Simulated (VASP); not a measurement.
Runs of VASP 6.6.1 on C. The structure is that of space group Fd-3m (No. 227), or close to it. The cells are those of the table. 

| task | cell | gap on the mesh (eV) | pressure (GPa) |
| --- | --- | --- | --- |
| relaxation of cell and atoms | relaxed from a = 2.536 Å, angles 60.0°, 2 atoms | (b) | 0.0 |
| single point | a = 2.447 Å, angles 60.0°, 2 atoms | 4.36 | 48.8 |
| single point | a = 2.575 Å, angles 60.0°, 2 atoms | 4.01 | (c) |
| single point | a = 2.500 Å, angles 60.0°, 2 atoms | 4.21 | 14.0 |
| single point | a = 2.599 Å, angles 60.0°, 2 atoms | 3.95 | (a) |

Alike in all rows: level PBE; potentials or basis VASP PAW PBE potentials, release 64 (C); no spin polarisation; k mesh 12 × 12 × 12; cutoff (eV) 600; smearing gaussian 0.02 eV.

Q: Fill in the values left out.

A: (a) -31.9; (b) 4.14; (c) -22.7.

A k mesh can miss the band edges.
